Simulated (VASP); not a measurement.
# Ta6N5 (a cell with a defect) in VASP: notebook, part 2 of 2

VASP 6.6.1. The steps go on from the part before.

## 4. Single point, PBEsol

Input file INCAR:

```
PREC = Accurate
ENCUT = 520
EDIFF = 1E-6
ISMEAR = 1
SIGMA = 0.1
LREAL = False
LASPH = True
NELM = 60
ALGO = Normal
ISIF = 2
LWAVE = False
LCHARG = True
GGA = PS
LELF = True
LVHAR = True
NBANDS = 56
```

Input file KPOINTS:

```
regular mesh
0
Gamma
  4 4 3
```

Input file POSCAR:

```
Ta6N5
1.0
    5.1783381800     -0.0000000300      0.0000000000
   -2.5891690600      4.4845724300      0.0000000000
    0.0000000000      0.0000000000      5.7917586600
Ta N
6 5
Direct
   -0.0032652513     -0.0048577652     -0.0015114580
    0.3347512392      0.6651802500      0.2482991928
    0.6667762934      0.3331575180      0.2482985021
   -0.0005992792     -0.0021888374      0.4984929742
    0.3347498218      0.6651835948      0.7486839930
    0.6667788796      0.3331615317      0.7486829570
    0.3904428485     -0.0047246396     -0.0015083501
    0.6019654109      0.6003711748     -0.0015095588
   -0.0031301900      0.3888497794     -0.0015071415
    0.4013018477      0.0018166753      0.4984934921
    0.0034119976      0.3997141373      0.4984917655
```

Potentials or basis: VASP PAW PBE potentials, release 64 (Ta_pv, N).

Started as:

```bash
> cat potpaw_PBE.64/Ta_pv/POTCAR potpaw_PBE.64/N/POTCAR > POTCAR
> mpirun -np 1 vasp_std > vasp.out
```

OUTCAR:

```text
PREC = Accurate
   ENCUT = 520
   EDIFF = 1E-6
   ISMEAR = 1
   LREAL = False
   LASPH = True
   NELM = 60
   ISIF = 2
   GGA = PS

 ion  position               nearest neighbor table
   1  0.997  0.995  0.998-   9 2.04   7 2.04   8 2.04   4 2.90   4 2.90   6 3.30   5 3.30   2 3.30
                             3 3.30   5 3.33   6 3.33   3 3.33   2 3.33   5 3.34   2 3.34   6 3.34
   2  0.335  0.665  0.248-  11 2.14   8 2.14   7 2.15  10 2.16   9 2.17   5 2.89   5 2.90   3 2.98
                             3 3.00   3 3.00   1 3.30   4 3.31   4 3.33   1 3.33   4 3.33   1 3.34
   3  0.667  0.333  0.248-  10 2.14   8 2.14   9 2.15  11 2.16   7 2.17   6 2.89   6 2.90   2 2.98
                             2 3.00   2 3.00   1 3.30   4 3.31   4 3.33   1 3.33   4 3.33   1 3.34
   4  0.999  0.998  0.498-  11 2.07  10 2.07   1 2.90   1 2.90   6 3.31   5 3.31   2 3.31   3 3.31
                             2 3.33   5 3.33   6 3.33   3 3.33   6 3.33   3 3.33   5 3.33   2 3.33
   5  0.335  0.665  0.749-  11 2.14   8 2.14   7 2.15  10 2.16   9 2.17   2 2.89   2 2.90   6 2.98
                             6 3.00   6 3.00   1 3.30   4 3.31   4 3.33   1 3.33   4 3.33   1 3.34
   6  0.667  0.333  0.749-  10 2.14   8 2.14   9 2.15  11 2.16   7 2.17   3 2.89   3 2.90   5 2.98
[... 1034 lines left out ...]
------------------------ aborting loop because EDIFF is reached ----------------------------------------

  FORCE on cell =-STRESS in cart. coord.  units (eV):
  Direction    XX          YY          ZZ          XY          YZ          ZX
  --------------------------------------------------------------------------------------
  -------------------------------------------------------------------------------------
  Total       -6.9125483     -7.0721188      2.4119317     -0.1381921      0.0000000      0.0000000
  in kB      -82.3430314    -84.2438530     28.7311943     -1.6461598      0.0000000      0.0000000
  external PRESSURE =     -45.9518967 kB  Pullay stress =       0.0000000 kB

 VOLUME and BASIS-vectors are now :
 -----------------------------------------------------------------------------
  energy-cutoff  :      520.00
  volume of cell :      134.50
      direct lattice vectors                 reciprocal lattice vectors
     5.178338180 -0.000000030  0.000000000     0.193112147  0.111493348  0.000000000
    -2.589169060  4.484572430  0.000000000     0.000000001  0.222986699  0.000000000
     0.000000000  0.000000000  5.791758660     0.000000000  0.000000000  0.172659128

 POSITION                                       TOTAL-FORCE (eV/Angst)
 -----------------------------------------------------------------------------------
      2.58484      4.46279      5.78300        -0.000669     -0.001159      0.000000
      0.01119      2.98305      1.43809         0.021606      0.001653      0.020647
      2.59019      1.49407      1.43808        -0.009371      0.019538      0.020647
      2.59173      4.47476      2.88715        -0.021813     -0.037782      0.000000
      0.01118      2.98306      4.33620         0.021606      0.001653     -0.020647
      2.59019      1.49409      4.33619        -0.009371      0.019538     -0.020647
     -0.55509      4.46338      5.78302         0.004298      0.002838      0.000000
      1.56272      2.69241      5.78302        -0.002771     -0.004800      0.000000
      4.15533      1.74382      5.78303         0.000308      0.005141      0.000000
      2.07337      0.00815      2.88715         0.000482     -0.004692      0.000000
     -1.01726      1.79255      2.88714        -0.004304     -0.001928      0.000000
 -----------------------------------------------------------------------------------
    total drift:                                0.015083     -0.008852      0.021785

  FREE ENERGIE OF THE ION-ELECTRON SYSTEM (eV)
  ---------------------------------------------------
  free  energy   TOTEN  =      -130.6632162511 eV

  energy  without entropy=     -130.6636897290  energy(sigma->0) =     -130.66337408
```

OSZICAR:

```text
N       E                     dE             d eps       ncg     rms          rms(c)
DAV:   1     0.943659444596E+03    0.94366E+03   -0.49423E+04  1568   0.170E+03
DAV:   2    -0.675602995190E+02   -0.10112E+04   -0.97872E+03  1736   0.509E+02
DAV:   3    -0.144350599926E+03   -0.76790E+02   -0.75324E+02  1896   0.129E+02
DAV:   4    -0.146530670852E+03   -0.21801E+01   -0.21500E+01  1952   0.208E+01
DAV:   5    -0.146576338283E+03   -0.45667E-01   -0.45286E-01  1928   0.268E+00    0.571E+01
DAV:   6    -0.131399864185E+03    0.15176E+02   -0.95322E+01  2040   0.380E+01    0.253E+01
DAV:   7    -0.130828474837E+03    0.57139E+00   -0.53586E+00  1880   0.102E+01    0.131E+01
DAV:   8    -0.130726638617E+03    0.10184E+00   -0.11474E+00  1904   0.507E+00    0.184E+00
DAV:   9    -0.130667074872E+03    0.59564E-01   -0.28733E-01  1960   0.329E+00    0.663E-01
DAV:  10    -0.130664009723E+03    0.30651E-02   -0.58510E-02  1976   0.922E-01    0.301E-01
DAV:  11    -0.130663311704E+03    0.69802E-03   -0.97060E-03  2064   0.456E-01    0.111E-01
DAV:  12    -0.130663215016E+03    0.96687E-04   -0.64631E-04  1952   0.122E-01    0.257E-02
DAV:  13    -0.130663216869E+03   -0.18529E-05   -0.89995E-05  2112   0.384E-02    0.137E-02
DAV:  14    -0.130663216251E+03    0.61788E-06   -0.35282E-06  1576   0.108E-02
   1 F= -.13066322E+03 E0= -.13066337E+03  d E =0.473478E-03
```

Wall time 3 min (1 thread of AMD EPYC 7R13, shared host); peak memory 0.26 GiB.

What came out:

```
Free energy            : -130.6632 eV
Pressure               : -4.6 GPa
Largest force          : 0.044 eV/Å
Band gap on the k mesh : zero (an odd number of electrons rules out a gap without spin polarisation)
```

Forces on the atoms (eV/Å):
```
Ta  -0.001 -0.001  0.000
Ta   0.022  0.002  0.021
Ta  -0.009  0.020  0.021
Ta  -0.022 -0.038  0.000
Ta   0.022  0.002 -0.021
Ta  -0.009  0.020 -0.021
N    0.004  0.003  0.000
N   -0.003 -0.005  0.000
N    0.000  0.005  0.000
N    0.000 -0.005  0.000
N   -0.004 -0.002  0.000
```

Stress tensor (GPa, compression positive):
```
-8.23 -0.16  0.00
-0.16 -8.42  0.00
 0.00  0.00  2.87
```

Levels at points of the mesh, in eV from the Fermi level:
```
           k point  band 42  band 43  band 44  band 45  band 46  band 47  band 48  band 49
(0.00, 0.00, 0.00)    -2.52    -1.55    -1.38    -0.78     0.63     1.07     1.11     1.15
(0.50, 0.00, 0.00)    -2.36    -1.66    -1.55    -1.11    -0.17     0.73     0.91     1.29
(0.50, 0.50, 0.00)    -2.81    -1.71    -1.57    -0.62     0.23     0.85     1.07     1.20
```

Caveat: the k points lie up to 0.36 Å⁻¹ apart, too coarse for converged energies and pressures of a metal; the PAW data sets were made with another functional, which shifts forces and pressure a little; spin-orbit coupling is left out, which moves the levels of the heavy elements.
